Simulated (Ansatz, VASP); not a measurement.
**One calculation of Rh, two programs**

```
CELL_PARAMETERS angstrom
0.00000 1.86352 1.90155
1.86352 0.00000 1.90155
1.86352 1.86352 0.00000
ATOMIC_POSITIONS crystal
Rh 0.00000 0.00000 0.00000
```

Change from the starting cell: equal xx and yy strain of -2 %, crystal datasets.

Alike in both runs: task electric field gradients; functional PBEsol; k mesh 16 × 16 × 16; occupations fermi-dirac, width 0.08 eV; no spin polarisation.

```csv
,VASP,Ansatz
version,VASP 6.6.1,Ansatz 0.2.0
potentials or method,"VASP PAW PBE potentials, release 64 (Rh_pv), cutoff 520 eV","all-electron PAW with datasets made for the crystal, scalar-relativistic"
```

Ansatz gave:

```
pressure (GPa)                                                : 7.2
traceless stress, the component that is largest in VASP (GPa) : -3.73
size of Vzz on the site where it differs most (V/Å²)          : 1.9
```

Q: Estimate VASP's values.

A: Pressure (GPa): 7.2; traceless stress, the component that is largest in VASP (GPa): -3.72; size of Vzz on the site where it differs most (V/Å²): 1.6.

VASP's potentials were made for PBE, not for PBEsol. Ansatz ran all-electron here, and VASP with PAW potentials.
